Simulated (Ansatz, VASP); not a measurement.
## Two plane-wave programs on C6F

INCAR

```
SYSTEM = C6F
PREC     = Accurate       ! precision mode
ENCUT    = 520            ! plane-wave cutoff, eV
EDIFF    = 1E-6           ! SCF threshold, eV
ISMEAR   = 0              ! smearing method
SIGMA    = 0.1            ! smearing width, eV
LREAL    = .False.        ! projectors in reciprocal space
LASPH    = .True.         ! aspherical terms in the spheres
NELM     = 80             ! most SCF steps
ALGO     = Normal         ! electronic algorithm
ISIF     = 2              ! what is computed and relaxed
LWAVE    = .False.        ! write WAVECAR
LCHARG   = .True.         ! write CHGCAR
LDIPOL   = .True.       
IDIPOL   = 3            
DIPOL    = 0.5 0.5 0.305
GGA      = PE             ! functional
LELF     = .True.         ! ELF
LVHAR    = .True.       
LVACPOTAV= .True.       
NBANDS   = 44             ! bands
```

File KPOINTS:

```
Automatic mesh
0
Gamma
  6 3 1
  0 0 0
```

The input POSCAR:

```
C6F
1.0
    4.9326910638      0.0000000000      0.0000000000
   -1.2331727660      8.7858796651      0.0000000000
    0.0000000000      0.0000000000     22.7907133841
C F
12 2
Direct
    0.0197005045      0.0788020181      0.1755100831
    0.5197005045      0.0788020181      0.1755100831
    0.2746256306      0.0985025226      0.2058124647
    0.7746256306      0.0985025226      0.2058124647
    0.2844758829      0.1379035317      0.2664172279
    0.7844758829      0.1379035317      0.2664172279
    0.0392967069      0.1571967486      0.2959398808
    0.5392967069      0.1571967486      0.2959398808
    0.0496769807      0.1987213712      0.3592739175
    0.5496769807      0.1987213712      0.3592739175
    0.3040736564      0.2163109051      0.3857147091
    0.8040736564      0.2163109051      0.3857147091
    0.3040736564      0.1161080277      0.4488983391
    0.3040736564      0.3165137826      0.4488983391
```

Input for Ansatz:

```yaml
crystal:
  lattice:
    - [4.9326910638, 0.0, 0.0]
    - [-1.233172766, 8.7858796651, 0.0]
    - [0.0, 0.0, 22.7907133841]
  atoms:
    - { symbol: C, position: [0.0197005045, 0.0788020181, 0.1755100831] }
    - { symbol: C, position: [0.5197005045, 0.0788020181, 0.1755100831] }
    - { symbol: C, position: [0.2746256306, 0.0985025226, 0.2058124647] }
    - { symbol: C, position: [0.7746256306, 0.0985025226, 0.2058124647] }
    - { symbol: C, position: [0.2844758829, 0.1379035317, 0.2664172279] }
    - { symbol: C, position: [0.7844758829, 0.1379035317, 0.2664172279] }
    - { symbol: C, position: [0.0392967069, 0.1571967486, 0.2959398808] }
    - { symbol: C, position: [0.5392967069, 0.1571967486, 0.2959398808] }
    - { symbol: C, position: [0.0496769807, 0.1987213712, 0.3592739175] }
    - { symbol: C, position: [0.5496769807, 0.1987213712, 0.3592739175] }
    - { symbol: C, position: [0.3040736564, 0.2163109051, 0.3857147091] }
    - { symbol: C, position: [0.8040736564, 0.2163109051, 0.3857147091] }
    - { symbol: F, position: [0.3040736564, 0.1161080277, 0.4488983391] }
    - { symbol: F, position: [0.3040736564, 0.3165137826, 0.4488983391] }
basis:
  ecutwfc: 420
kpoints:
  mp_grid: { grid: [6, 3, 1] }
hamiltonian:
  xc: pbe
  pseudopotentials: { kind: paw, azcp: { folder: soft_1 } }
scf:
  occupations: { method: gaussian, width: 0.1 }
output:
  forces: true
  eigenvalues: true
efield:
  axis: 3
  dipole_correction: true
  ramp_width: 0.04
```

Alike in both runs: task single point; functional PBE; k mesh 6 × 3 × 1; occupations gaussian, width 0.1 eV; no spin polarisation.

|  | VASP | Ansatz |
| --- | --- | --- |
| version | VASP 6.6.1 | Ansatz 0.2.0 |
| potentials or method | VASP PAW PBE potentials, release 64 (C, F), cutoff 520 eV | scalar-relativistic, plane waves, PAW |
| valence electrons in the cell | 62 | 62 |

|  | VASP | Ansatz | Ansatz less VASP |
| --- | --- | --- | --- |
| gap on the k mesh at the Fermi level (eV) | none | none | - |
| rms of the force components (eV/Å) | 1.880 | 1.891 | +0.0109 |
| work function, face that differs most (eV) | 7.71 | 7.70 | -0.009 |

Atom by atom the forces differ by 0.024 eV/Å (rms over components). A gap of «none» marks a metal or a gap that the smearing closes.
